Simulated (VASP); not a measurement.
Here is a VASP 6.6.1 calculation.

File INCAR:

```
  PREC = Accurate
  ENCUT = 600
  EDIFF = 1E-6
  ISMEAR = -1
  SIGMA = 0.05
  LREAL = False
  LASPH = True
  NELM = 120
  ALGO = Normal
  ISIF = 2
  LWAVE = False
  LCHARG = False
  GGA = PS
  NBANDS = 18
  GGA_COMPAT = False
```

The input KPOINTS:

```
regular mesh
0
Gamma
  7 7 7
```

Contents of POSCAR:

```
Al3Cu
1.0
    3.9241510000      0.0000000000      0.0000000000
    0.0000000000      3.9241510000      0.0000000000
    0.0000000000      0.0000000000      3.9241510000
Cu Al
1 3
Direct
    0.0000000000      0.0000000000      0.0000000000
    0.5000000000      0.5000000000      0.0000000000
    0.5000000000      0.0000000000      0.5000000000
    0.0000000000      0.5000000000      0.5000000000
```

Potentials or basis: VASP PAW PBE potentials, release 64 (Cu, Al).

Command:

```sh
$ cat potpaw_PBE.64/Cu/POTCAR potpaw_PBE.64/Al/POTCAR > POTCAR
$ mpirun -np 1 vasp_std > vasp.out
```

Task: Predict the band gap on the k mesh.

Result: Zero (band 10 reaches 10.06 eV, above the bottom of band 11 at 6.43 eV).

Task: What does it give for the pressure?

Result: -2.4 GPa.

Caveat: the PAW data sets were made with another functional, which shifts forces and pressure a little.
